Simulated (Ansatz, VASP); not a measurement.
**Ge in VASP and in Ansatz**

INCAR

```
  ALGO = Normal
  EDIFF = 1E-8
  ENCUT = 520
  GGA = PE
  ISIF = 2
  ISMEAR = -1
  LASPH = T
  LCHARG = F
  LEFG = T
  LREAL = F
  LWAVE = F
  NBANDS = 21
  NELM = 80
  PREC = Accurate
  SIGMA = 0.05
```

The input KPOINTS:

```
k-points
0
Gamma
  10 10 10
```

File POSCAR:

```
Ge
1.0
    0.0000000000      2.9136331000      2.8287700000
    2.9136331000      0.0000000000      2.8287700000
    2.9136331000      2.9136331000      0.0000000000
Ge
2
Direct
    0.5000000000      0.5000000000      0.5000000000
    0.7500000000      0.7500000000      0.7500000000
```

Input for Ansatz:

```yaml
crystal:
  lattice:
    - [0.0, 2.9136331, 2.82877]
    - [2.9136331, 0.0, 2.82877]
    - [2.9136331, 2.9136331, 0.0]
  atoms:
    - { symbol: Ge, position: [0.5, 0.5, 0.5] }
    - { symbol: Ge, position: [0.75, 0.75, 0.75] }
kpoints:
  mp_grid: { grid: [10, 10, 10] }
scf:
  occupations: { method: fermi_dirac, width: 0.05 }
hamiltonian:
  xc: pbe
  pseudopotentials: { kind: all_electron, datasets: crystal }
output:
  forces: true
  stress: true
  eigenvalues: true
  efg: { contact_densities: true }
```

Change from the starting cell: equal xx and yy strain of +3 %, crystal datasets.

Alike in both runs: task electric field gradients; functional PBE; k mesh 10 × 10 × 10; occupations fermi-dirac, width 0.05 eV; no spin polarisation.

|  | VASP | Ansatz |
| --- | --- | --- |
| version | VASP 6.6.1 | Ansatz 0.2.0 |
| potentials or method | VASP PAW PBE potentials, release 64 (Ge_d), cutoff 520 eV | all-electron PAW with datasets made for the crystal, scalar-relativistic |

```tsv
	VASP	Ansatz	Ansatz less VASP
pressure (GPa)	-0.3	-0.3	+0.05
traceless stress, the component that is largest in VASP (GPa)	1.24	1.24	-0.002
size of Vzz on the site where it differs most (V/Å²)	1.9	2.3	+0.38
```

Ansatz ran all-electron here, and VASP with PAW potentials.
